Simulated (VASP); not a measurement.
A run of VASP 6.6.1:

The input INCAR:

```
SYSTEM = Cu3N
PREC = Accurate ; ENCUT = 600
EDIFF = 1E-6 ; ISMEAR = -1
SIGMA = 0.05 ; LREAL = .False.
LASPH = .True. ; NELM = 120
ALGO = Normal ; ISIF = 2
LWAVE = .False. ; LCHARG = .False.
GGA = PE ; NBANDS = 27
GGA_COMPAT = .False.
```

The input KPOINTS:

```
regular mesh
0
Gamma
  10 10 10
  0 0 0
```

File POSCAR:

```
Cu3N
1.0
    3.8271401169      0.0000000000      0.0000000000
    0.0000000000      3.8271401169      0.0000000000
    0.0000000000      0.0000000000      3.8271401169
Cu N
3 1
Direct
    0.5000000000      0.0000000000      0.0000000000
    0.0000000000      0.5000000000      0.0000000000
    0.0000000000      0.0000000000      0.5000000000
    0.0000000000      0.0000000000      0.0000000000
```

Potentials or basis: VASP PAW PBE potentials, release 64 (Cu, N).

The run is started by

```bash
$ cat potpaw_PBE.64/Cu/POTCAR potpaw_PBE.64/N/POTCAR > POTCAR
$ mpirun -np 1 vasp_std > vasp.out
```

Hardware: 1 thread of Intel(R) Xeon(R) Platinum 8559C (Emerald Rapids), on a shared host.

**Question.** How long does it take, and how much memory?

**Answer.** It took 44 s on 1 thread of Intel(R) Xeon(R) Platinum 8559C (Emerald Rapids), with other jobs on the host, peak memory 0.22 GiB. Counts: scf iterations 14, k points 56.
